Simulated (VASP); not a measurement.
# KF (Immm) in VASP: notebook, part 2 of 2

VASP 6.6.1. The steps go on from the part before.

## 4. Single point, r2SCAN (strain -0.0750 x Voigt [0, 0, 0, 0, 1, 0])

POSCAR reads:

```
KF
1.0
   -0.1002562500      2.6735000000      2.6735000000
    2.5732437500      0.0000000000      2.5732437500
    2.6735000000      2.6735000000     -0.1002562500
K F
1 1
Direct
    0.0000000000      0.0000000000      0.0000000000
    0.5000000000      0.5000000000      0.5000000000
```

INCAR.step1 reads:

```
  PREC = Accurate
  ENCUT = 520
  ISMEAR = 0
  SIGMA = 0.05
  LREAL = False
  LASPH = True
  NELM = 100
  NBANDS = 15
  GGA = PE
  ALGO = Normal
  EDIFF = 1E-4
  LWAVE = True
  LCHARG = False
```

INCAR.step2 reads:

```
  PREC = Accurate
  ENCUT = 520
  EDIFF = 1E-6
  ISMEAR = 0
  SIGMA = 0.05
  LREAL = False
  LASPH = True
  NELM = 100
  ALGO = Normal
  ISIF = 2
  LWAVE = False
  LCHARG = False
  METAGGA = R2SCAN
  LMIXTAU = True
  NBANDS = 15
  ISTART = 1
```

KPOINTS reads:

```
regular mesh
0
Gamma
  8 8 8
```

Potentials or basis: VASP PAW PBE potentials, release 64 (K_sv, F).

The run is started by

```sh
> cat potpaw_PBE.64/K_sv/POTCAR potpaw_PBE.64/F/POTCAR > POTCAR
> cp INCAR.step1 INCAR
> mpirun -np 1 vasp_std > vasp.out
> cp INCAR.step2 INCAR
> mpirun -np 1 vasp_std > vasp.out
```

OUTCAR:

```text
PREC = Accurate
   ENCUT = 520
   EDIFF = 1E-6
   ISMEAR = 0
   LREAL = False
   LASPH = True
   NELM = 100
   ISIF = 2
   METAGGA = R2SCAN
   ISTART = 1

 ion  position               nearest neighbor table
   1  0.000  0.000  0.000-   2 2.67   2 2.67   2 2.68   2 2.68   2 2.68   2 2.68
   2  0.500  0.500  0.500-   1 2.67   1 2.67   1 2.68   1 2.68   1 2.68   1 2.68

  LATTYP: Found a body centered orthorhombic cell.
 ALAT       =     3.6391162105
 B/A-ratio  =     1.0779220779
 C/A-ratio  =     1.4693127921

  Lattice vectors:

 A1 = (   2.6735000000,  -2.6735000000,  -0.1002562500)
 A2 = (  -2.6735000000,  -2.6735000000,   0.1002562500)
 A3 = (   0.1002562500,   2.6735000000,  -2.6735000000)

Analysis of symmetry for initial positions (statically):
=====================================================================
 Subroutine PRICEL returns:
 Original cell was already a primitive cell.

 Routine SETGRP: Setting up the symmetry group for a
 body centered orthorhombic supercell.

 Subroutine GETGRP returns: Found  8 space group operations
 (whereof  8 operations were pure point group operations)
 out of a pool of  8 trial point group operations.

[... 169 lines left out ...]
 k-point     1 :       0.0000    0.0000    0.0000
  band No.  band energies     occupation
      1     -30.4933      2.00000
      2     -23.1302      2.00000
      3     -12.9872      2.00000
      4     -12.9797      2.00000
      5     -12.9611      2.00000
      6      -3.3688      2.00000
      7      -3.3432      2.00000
      8      -3.2971      2.00000
      9       3.4751      0.00000
     10       7.7109      0.00000
     11       8.0667      0.00000
     12       8.5037      0.00000
     13       9.9870      0.00000
     14       9.9930      0.00000
[... 401 lines left out ...]
      2     -23.1662      2.00000
      3     -13.3081      2.00000
      4     -13.1096      2.00000
      5     -13.0938      2.00000
      6      -3.8155      2.00000
      7      -3.4808      2.00000
      8      -3.4383      2.00000
      9       6.1256      0.00000
     10       6.3504      0.00000
     11       9.6175      0.00000
     12      10.2531      0.00000
     13      10.6225      0.00000
     14      11.0799      0.00000
     15      15.7027      0.00000

 [... further k-points ...]
[... 5 lines left out ...]
  --------------------------------------------------------------------------------------
  -------------------------------------------------------------------------------------
  Total       -0.1406811     -0.1611730     -0.1406811      0.0000000      0.0000000      0.2271502
  in kB       -5.9059105     -6.7661774     -5.9059105      0.0000000      0.0000000      9.5359593
  external PRESSURE =      -6.1926661 kB  Pullay stress =       0.0000000 kB

 VOLUME and BASIS-vectors are now :
 -----------------------------------------------------------------------------
  energy-cutoff  :      520.00
  volume of cell :       38.16
      direct lattice vectors                 reciprocal lattice vectors
    -0.100256250  2.673500000  2.673500000    -0.180260973  0.187020759  0.180260973
     2.573243750  0.000000000  2.573243750     0.194307282 -0.187020759  0.194307282
     2.673500000  2.673500000 -0.100256250     0.180260973  0.187020759 -0.180260973

 POSITION                                       TOTAL-FORCE (eV/Angst)
 -----------------------------------------------------------------------------------
      0.00000      0.00000      0.00000         0.000000      0.000000      0.000000
      2.57324      2.67350      2.57324        -0.000000      0.000000     -0.000000
 -----------------------------------------------------------------------------------
    total drift:                                0.000000      0.000000      0.000000

  FREE ENERGIE OF THE ION-ELECTRON SYSTEM (eV)
  ---------------------------------------------------
  free  energy   TOTEN  =       -14.9642594306 eV

  energy  without entropy=      -14.9642594306  energy(sigma->0) =      -14.96425943
```

OUTCAR.step1:

```text
PREC = Accurate
   ENCUT = 520
   ISMEAR = 0
   LREAL = False
   LASPH = True
[... 655 lines left out ...]
      0.00000      0.00000      0.00000        -0.000000      0.000000      0.000000
      2.57324      2.67350      2.57324         0.000000     -0.000000     -0.000000
 -----------------------------------------------------------------------------------
    total drift:                                0.000000      0.000000      0.000000

  FREE ENERGIE OF THE ION-ELECTRON SYSTEM (eV)
  ---------------------------------------------------
  free  energy   TOTEN  =        -8.2814882162 eV

  energy  without entropy=       -8.2814882162  energy(sigma->0) =       -8.28148822
```

Wall time 3.2 min (1 thread of AMD EPYC 7R43 (Zen 3), shared host); peak memory 0.16 GiB.

What came out:

```
Free energy            : -14.9643 eV
Pressure               : -0.6 GPa
Band gap on the k mesh : 6.77 eV, direct
```

Stress tensor (GPa, compression positive):
```
-0.59  0.00  0.95
 0.00 -0.68  0.00
 0.95  0.00 -0.59
```

Levels at points of the mesh, in eV from the valence-band top:
```
           k point  band 4  band 5  band 6  band 7  band 8  band 9  band 10  band 11  band 12  band 13
(0.00, 0.00, 0.00)   -9.68   -9.66   -0.07   -0.05    0.00    6.77    11.01    11.36    11.80    13.28
(0.50, 0.00, 0.00)   -9.70   -9.69   -0.81   -0.38   -0.28    9.52    11.09    12.53    13.09    15.08
(0.00, 0.50, 0.00)   -9.73   -9.72   -0.81   -0.46   -0.38    9.70    11.31    12.64    13.19    15.13
(0.50, 0.50, 0.00)   -9.88   -9.88   -0.26   -0.10   -0.10    8.71    11.12    12.40    14.46    15.03
(0.50, 0.00, 0.50)   -9.92   -9.84   -0.25   -0.13   -0.05    8.71    11.17    12.36    14.59    15.04
```

Caveat: the cell differs from its parent crystal (strain -0.0750 x Voigt [0, 0, 0, 0, 1, 0]); the PAW data sets were made with another functional, which shifts forces and pressure a little. A k mesh can miss the band edges.

## 5. The runs side by side

```tsv
cell	gap on the mesh (eV)	pressure (GPa)
a = 3.786, b = 3.497 Å, angles 62.5, 64.9, 62.5°, 2 atoms	6.70	-0.7
a = 3.784, b = 3.994 Å, angles 58.1, 56.3, 58.1°, 2 atoms	6.74	-0.7
a = 3.782, b = 3.639 Å, angles 61.2, 62.5, 61.2°, 2 atoms	6.77	-0.6
```

Alike in all rows: task single point; level r2SCAN; potentials or basis VASP PAW PBE potentials, release 64 (K_sv, F); no spin polarisation; k mesh 8 × 8 × 8; cutoff (eV) 520; smearing gaussian 0.05 eV.

Caveats: the PAW data sets were made with another functional, which shifts forces and pressure a little.

Total energies depend on the potentials used, so only differences within one code and one set of settings carry meaning.
